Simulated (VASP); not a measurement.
CuO, 4 atoms in the cell. Symmetry: C2/c, No. 15, monoclinic system. The conventional cell has a = 4.683 Å, b = 3.420 Å, c = 5.124 Å, α = 90.00°, β = 99.71°, γ = 90.00°. O (site symmetry 2) has 4 Cu at 1.95 to 1.96 Å within 2.6 Å. Cu (site symmetry -1) has 4 O at 1.95 to 1.96 Å within 2.6 Å. 

* Program: VASP 6.6.1
* Task: single point
* Functional: PBE
* Potentials or basis: VASP PAW PBE potentials, release 64 (O, Cu)
* Cutoff: 520 eV
* k mesh: 7 × 7 × 4
* Occupations: fermi-dirac, width 0.1 eV
* Spin: collinear spin, antiferromagnetic start
* Starting moments: [0.0, 0.0, 1.0, -1.0] μB
* Hubbard terms: Cu d U = 4.0 eV
* Dipole correction: no
* Further INCAR settings: ALGO = Normal; EDIFF = 1e-06; NBANDS = 29; ISYM = 0

Potentials or basis: VASP PAW PBE potentials, release 64 (O, Cu).

The run is started by

```bash
$ cat potpaw_PBE.64/O/POTCAR potpaw_PBE.64/Cu/POTCAR > POTCAR
$ mpirun -np 1 vasp_std > vasp.out
```

Hardware: 1 thread of AMD EPYC 9R45 96-Core Processor (Zen 5), on a shared host.

Estimate the wall time of this run.

Wall time 2.2 min on 1 thread of AMD EPYC 9R45 96-Core Processor (Zen 5), with other jobs on the host, peak memory 0.26 GiB. Counts: scf iterations 16, k points 99.
